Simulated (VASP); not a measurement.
# Sc (P6_3/mmc) in VASP: a series of runs, part 2 of 2

VASP 6.6.1. The steps go on from the part before.

## (3) Relaxation of shape and atoms at fixed volume, PBEsol (volume scaled by 0.97)

Contents of INCAR:

```
SYSTEM = Sc
ALGO = Fast ; EDIFF = 1E-7
EDIFFG = -0.01 ; ENCUT = 600
GGA = PS ; IBRION = 2
ISIF = 4 ; ISMEAR = 0
LASPH = .TRUE. ; LCHARG = .FALSE.
LREAL = .FALSE. ; LWAVE = .FALSE.
NELM = 100 ; NSW = 50
PREC = Accurate ; SIGMA = 0.1
```

Contents of KPOINTS:

```
k-points
0
G
  12 12 8
  0 0 0
```

Contents of POSCAR:

```
Sc
1.0
    3.2425422984      0.0000000000      0.0000000000
   -1.6212711492      2.8081240033      0.0000000000
    0.0000000000      0.0000000000      5.0358791790
Sc
2
Direct
    0.3333333333      0.6666666667      0.2500000000
    0.6666666667      0.3333333333      0.7500000000
```

Potentials or basis: VASP PAW PBE potentials, release 64 (Sc_sv).

Command:

```sh
cat potpaw_PBE.64/Sc_sv/POTCAR > POTCAR
mpirun -np 1 vasp_std > vasp.out
```

It took 2.1 min on 1 thread of Intel Xeon 6975P-C, shared host; peak memory 0.22 GiB.

It converged, with:

| Item | Value |
| --- | --- |
| Free energy | -13.2137 eV |
| Energy gained by relaxing | 0.0 meV/atom |
| Ionic steps | 2 |
| Pressure after relaxing | 1.9 GPa |
| Band gap on the k mesh | zero (band 11 reaches 5.04 eV, above the bottom of band 12 at 3.40 eV) |

Final structure:
```
Sc
1.0
     3.24346    0.00000    0.00000
    -1.62173    2.80892    0.00000
     0.00000    0.00000    5.03303
Sc
2
Cartesian
  0.0000 1.8726 1.2583
  1.6217 0.9363 3.7748
```

Levels at points of the mesh, in eV from the Fermi level:
```
           k point  band 8  band 9  band 10  band 11  band 12  band 13  band 14  band 15
(0.00, 0.00, 0.00)  -27.44   -5.26    -1.74     0.83     1.67     1.67     1.99     2.18
(0.50, 0.00, 0.00)  -27.53   -1.66    -1.15    -0.77    -0.30     1.38     1.41     2.02
(0.00, 0.00, 0.50)  -27.52   -3.62    -3.62     1.04     1.04     1.57     1.57     1.57
(0.50, 0.00, 0.50)  -27.58   -1.58    -1.58     0.09     0.09     1.43     1.43     2.53
```

Caveat: the cell differs from its parent crystal (volume scaled by 0.97); the PAW data sets were made with another functional, which shifts forces and pressure a little.

## (4) Relaxation of shape and atoms at fixed volume, PBEsol (volume scaled by 1.03)

Contents of INCAR:

```
SYSTEM = Sc
ALGO = Normal
EDIFF = 1E-7
EDIFFG = -0.01
ENCUT = 600
GGA = PS
IBRION = 2
ISIF = 4
ISMEAR = 0
LASPH = .True.
LCHARG = .False.
LREAL = .False.
LWAVE = .False.
NELM = 60
NSW = 50
PREC = Accurate
SIGMA = 0.1
```

Contents of KPOINTS:

```
k-points
0
Gamma
  12 12 8
  0 0 0
```

Contents of POSCAR:

```
Sc
1.0
    3.3080658570      0.0000000000      0.0000000000
   -1.6540329285      2.8648690695      0.0000000000
    0.0000000000      0.0000000000      5.1376415291
Sc
2
Direct
    0.3333333333      0.6666666667      0.2500000000
    0.6666666667      0.3333333333      0.7500000000
```

Command:

```sh
cat potpaw_PBE.64/Sc_sv/POTCAR > POTCAR
mpirun -np 1 vasp_std > vasp.out
```

Run time: 83 s. Hardware: 1 thread of Intel Xeon 6975P-C, shared host; peak memory 0.22 GiB.

It converged, with:

* Free energy: -13.2159 eV
* Pressure after relaxing: -1.6 GPa
* Band gap on the k mesh: zero (band 11 reaches 4.64 eV, above the bottom of band 12 at 3.13 eV)

Stress tensor (GPa, compression positive):
```
-1.58  0.00  0.00
 0.00 -1.58  0.00
 0.00  0.00 -1.50
```

Final structure:
```
Sc
1.0
     3.30807    0.00000    0.00000
    -1.65403    2.86487    0.00000
     0.00000    0.00000    5.13764
Sc
2
Direct
  0.33333 0.66667 0.25000
  0.66667 0.33333 0.75000
```

Levels at points of the mesh, in eV from the Fermi level:
| k point | band 7 | band 8 | band 9 | band 10 | band 11 | band 12 | band 13 | band 14 | band 15 |
| --- | --- | --- | --- | --- | --- | --- | --- | --- | --- |
| (0.00, 0.00, 0.00) | -27.67 | -27.64 | -5.16 | -1.66 | 0.67 | 1.60 | 1.60 | 1.88 | 2.06 |
| (0.50, 0.00, 0.00) | -27.76 | -27.71 | -1.64 | -1.07 | -0.68 | -0.34 | 1.32 | 1.33 | 1.90 |
| (0.00, 0.00, 0.50) | -27.71 | -27.71 | -3.59 | -3.59 | 0.99 | 0.99 | 1.51 | 1.51 | 1.51 |
| (0.50, 0.00, 0.50) | -27.75 | -27.75 | -1.50 | -1.50 | 0.07 | 0.07 | 1.30 | 1.30 | 2.39 |

Caveat: the cell differs from its parent crystal (volume scaled by 1.03); the relaxation stopped at its first step, so nothing moved; the PAW data sets were made with another functional, which shifts forces and pressure a little.

## (5) Relaxation of cell and atoms, PBEsol

This run uses another cell than the first one, of 25.00 Å³/atom, 1.125 times its volume.

Contents of INCAR:

```
SYSTEM = Sc
PREC = Accurate ; ENCUT = 600
EDIFF = 1E-6 ; ISMEAR = 0
SIGMA = 0.1 ; LREAL = .False.
LASPH = .True. ; NELM = 80
ALGO = Fast ; ISIF = 3
LWAVE = .False. ; LCHARG = .False.
GGA = PS ; IBRION = 2
NSW = 100 ; EDIFFG = -0.005
```

Contents of KPOINTS:

```
Automatic mesh
0
Gamma
  12 12 8
  0 0 0
```

Contents of POSCAR:

```
Sc
1.0
    3.3090000000      0.0000000000      0.0000000000
   -1.6545000000      2.8656780611      0.0000000000
    0.0000000000      0.0000000000      5.2733000000
Sc
2
Direct
    0.3333333333      0.6666666667      0.2500000000
    0.6666666667      0.3333333333      0.7500000000
```

Command:

```sh
cat potpaw_PBE.64/Sc_sv/POTCAR > POTCAR
mpirun -np 1 vasp_std > vasp.out
```

It took 3.9 min on 1 thread of Intel Xeon 6975P-C, shared host; peak memory 0.24 GiB.

The run converged. Its results:

* Free energy: -13.2227 eV
* Relaxed volume: 23.66 Å³/atom
* Relaxed cell: a = 3.277 Å, b = 3.277 Å, c = 5.089 Å, α = 90.00°, β = 90.00°, γ = 120.00°
* Space group after relaxing (to 0.05 Å): P6_3/mmc (No. 194)
* Energy gained by relaxing: 14.7 meV/atom
* Ionic steps: 5
* Pressure after relaxing: 0.0 GPa
* Band gap on the k mesh: zero (band 11 reaches 4.82 eV, above the bottom of band 12 at 3.26 eV)

The path:
| step | energy change (eV) | largest force (eV/Å) | pressure (GPa) | volume (Å³) |
| --- | --- | --- | --- | --- |
| 1 | 0.0000 | 0.0000 | -2.83 | 50.00 |
| 2 | -0.0275 | 0.0000 | 0.59 | 46.88 |
| 3 | -0.0280 | 0.0000 | 0.16 | 47.22 |
| 4 | -0.0292 | 0.0000 | 0.07 | 47.29 |
| 5 | -0.0295 | 0.0000 | 0.01 | 47.33 |

Final structure:
```yaml
crystal:
  lattice:
    - [3.27691, 0.00000, 0.00000]
    - [-1.63846, 2.83789, 0.00000]
    - [0.00000, 0.00000, 5.08921]
  atoms:
    - { symbol: Sc, position: [0.33333, 0.66667, 0.25000] }
    - { symbol: Sc, position: [0.66667, 0.33333, 0.75000] }
```

Levels at points of the mesh, in eV from the Fermi level:
```tsv
k point	band 7	band 8	band 9	band 10	band 11	band 12	band 13	band 14	band 15
(0.00, 0.00, 0.00)	-27.58	-27.55	-5.21	-1.70	0.74	1.63	1.63	1.93	2.12
(0.50, 0.00, 0.00)	-27.68	-27.63	-1.65	-1.11	-0.72	-0.32	1.36	1.36	1.96
(0.00, 0.00, 0.50)	-27.62	-27.62	-3.61	-3.61	1.01	1.01	1.54	1.54	1.54
(0.50, 0.00, 0.50)	-27.67	-27.67	-1.54	-1.54	0.08	0.08	1.36	1.36	2.45
```

Caveat: the PAW data sets were made with another functional, which shifts forces and pressure a little.

## (6) Relaxation of shape and atoms at fixed volume, PBEsol (volume scaled by 1.06)

Contents of INCAR:

```
SYSTEM = Sc
ALGO     = Fast           ! electronic algorithm
EDIFF    = 1E-6           ! SCF threshold, eV
EDIFFG   = -0.01          ! ionic threshold
ENCUT    = 600            ! plane-wave cutoff, eV
GGA      = PS             ! functional
IBRION   = 2              ! ionic algorithm
ISIF     = 4              ! what is computed and relaxed
ISMEAR   = 0              ! smearing method
LASPH    = .True.         ! aspherical terms in the spheres
LCHARG   = .False.        ! write CHGCAR
LREAL    = .False.        ! projectors in reciprocal space
LWAVE    = .False.        ! write WAVECAR
NELM     = 60             ! most SCF steps
NSW      = 50             ! ionic steps
PREC     = Accurate       ! precision mode
SIGMA    = 0.1            ! smearing width, eV
```

Contents of KPOINTS:

```
k-points
0
Gamma
  12 12 8
  0 0 0
```

Contents of POSCAR:

```
Sc
1.0
    3.3398761339      0.0000000000      0.0000000000
   -1.6699380670      2.8924175775      0.0000000000
    0.0000000000      0.0000000000      5.1870449591
Sc
2
Direct
    0.3333333333      0.6666666667      0.2500000000
    0.6666666667      0.3333333333      0.7500000000
```

Potentials or basis: VASP PAW PBE potentials, release 64 (Sc_sv).

Command:

```sh
cat potpaw_PBE.64/Sc_sv/POTCAR > POTCAR
mpirun -np 1 vasp_std > vasp.out
```

Wall time 2 min (1 thread of Intel Xeon 6975P-C, shared host); peak memory 0.23 GiB.

Results (log left out):

- Free energy: -13.1959 eV
- Energy gained by relaxing: 0.0 meV/atom
- Ionic steps: 2
- Pressure after relaxing: -3.0 GPa
- Band gap on the k mesh: zero (band 11 reaches 4.45 eV, above the bottom of band 12 at 2.99 eV)

Final structure:
```
Sc
1.0
     3.33883    0.00000    0.00000
    -1.66941    2.89151    0.00000
     0.00000    0.00000    5.19030
Sc
2
Direct
  0.33333 0.66667 0.25000
  0.66667 0.33333 0.75000
```

Levels at points of the mesh, in eV from the Fermi level:
```csv
k point,band 7,band 8,band 9,band 10,band 11,band 12,band 13,band 14,band 15
"(0.00, 0.00, 0.00)",-27.76,-27.73,-5.10,-1.62,0.60,1.56,1.56,1.83,2.01
"(0.50, 0.00, 0.00)",-27.84,-27.80,-1.62,-1.04,-0.65,-0.35,1.27,1.31,1.84
"(0.00, 0.00, 0.50)",-27.80,-27.80,-3.57,-3.57,0.97,0.97,1.48,1.48,1.48
"(0.50, 0.00, 0.50)",-27.84,-27.84,-1.46,-1.46,0.07,0.07,1.25,1.25,2.32
```

Caveat: the cell differs from its parent crystal (volume scaled by 1.06); the PAW data sets were made with another functional, which shifts forces and pressure a little.

## (7) The runs side by side

```csv
task,cell,gap on the mesh (eV),pressure (GPa)
relaxation of shape and atoms at fixed volume,"relaxed from a = 3.209, b = 3.209, c = 4.983 Å, angles 90.0, 90.0, 120.0°, 2 atoms",none,4.0
relaxation of shape and atoms at fixed volume,"relaxed from a = 3.243, b = 3.243, c = 5.036 Å, angles 90.0, 90.0, 120.0°, 2 atoms",none,1.9
relaxation of shape and atoms at fixed volume,"relaxed from a = 3.308, b = 3.308, c = 5.138 Å, angles 90.0, 90.0, 120.0°, 2 atoms",none,-1.6
relaxation of cell and atoms,"relaxed from a = 3.309, b = 3.309, c = 5.273 Å, angles 90.0, 90.0, 120.0°, 2 atoms",none,0.0
relaxation of shape and atoms at fixed volume,"relaxed from a = 3.340, b = 3.340, c = 5.187 Å, angles 90.0, 90.0, 120.0°, 2 atoms",none,-3.0
```

Alike in all rows: level PBEsol; potentials or basis VASP PAW PBE potentials, release 64 (Sc_sv); no spin polarisation; k mesh 12 × 12 × 8; cutoff (eV) 600; smearing gaussian 0.1 eV.

Caveats: the PAW data sets were made with another functional, which shifts forces and pressure a little; the relaxation stopped at its first step, so nothing moved (some runs).

Total energies depend on the potentials used, so only differences within one code and one set of settings carry meaning.
